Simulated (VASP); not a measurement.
Wanted: the native input for a VASP 6.6.1 run.

| Quantity | Value |
| --- | --- |
| Task | single point |
| Functional | r2SCAN |
| Potentials or basis | VASP PAW PBE potentials, release 64 (I) |
| Cutoff | 520 eV |
| k mesh | 8 × 8 × 8 |
| Occupations | fermi-dirac, width 0.01 eV |
| Spin | no spin polarisation |
| Dipole correction | no |
| Further INCAR settings | ALGO = Normal; EDIFF = 1e-07; NBANDS = 10 |

Crystal: I.

```
CELL_PARAMETERS angstrom
-2.08937 2.08937 2.08937
2.08937 -2.08937 2.08937
2.08937 2.08937 -2.08937
ATOMIC_POSITIONS crystal
I 0.00000 0.00000 0.00000
```

One way to write it, as run:

POSCAR

```
I
1.0
   -2.0893750000      2.0893750000      2.0893750000
    2.0893750000     -2.0893750000      2.0893750000
    2.0893750000      2.0893750000     -2.0893750000
I
1
Direct
    0.0000000000      0.0000000000      0.0000000000
```

INCAR.step1

```
PREC     = Accurate       # precision mode
ENCUT    = 520            # plane-wave cutoff, eV
ISMEAR   = -1             # smearing method
SIGMA    = 0.01           # smearing width, eV
LREAL    = F              # projectors in reciprocal space
LASPH    = T              # aspherical terms in the spheres
NELM     = 100            # most SCF steps
NBANDS   = 10             # bands
GGA      = PE             # functional
ALGO     = Normal         # electronic algorithm
EDIFF    = 1E-4           # SCF threshold, eV
LWAVE    = T              # write WAVECAR
LCHARG   = F              # write CHGCAR
```

INCAR.step2

```
PREC     = Accurate       # precision mode
ENCUT    = 520            # plane-wave cutoff, eV
EDIFF    = 1E-7           # SCF threshold, eV
ISMEAR   = -1             # smearing method
SIGMA    = 0.01           # smearing width, eV
LREAL    = F              # projectors in reciprocal space
LASPH    = T              # aspherical terms in the spheres
NELM     = 100            # most SCF steps
ALGO     = Normal         # electronic algorithm
ISIF     = 2              # what is computed and relaxed
LWAVE    = F              # write WAVECAR
LCHARG   = F              # write CHGCAR
METAGGA  = R2SCAN         # meta-GGA
LMIXTAU  = T            
NBANDS   = 10             # bands
ISTART   = 1
```

KPOINTS

```
regular mesh
0
Gamma
  8 8 8
```

Potentials or basis: VASP PAW PBE potentials, release 64 (I).

Command:

```sh
$ cat potpaw_PBE.64/I/POTCAR > POTCAR
$ cp INCAR.step1 INCAR
$ mpirun -np 1 vasp_std > vasp.out
$ cp INCAR.step2 INCAR
$ mpirun -np 1 vasp_std > vasp.out
```

Results of the run:

```yaml
Pressure: -0.2 GPa
```

Caveat: the PAW data sets were made with another functional, which shifts forces and pressure a little; an odd number of electrons without spin polarisation forces a metal; a magnetic or distorted state may lie lower.

Wall time 27 s on 1 thread of Intel(R) Xeon(R) Platinum 8488C (Sapphire Rapids) (shared host), peak memory 0.15 GiB.
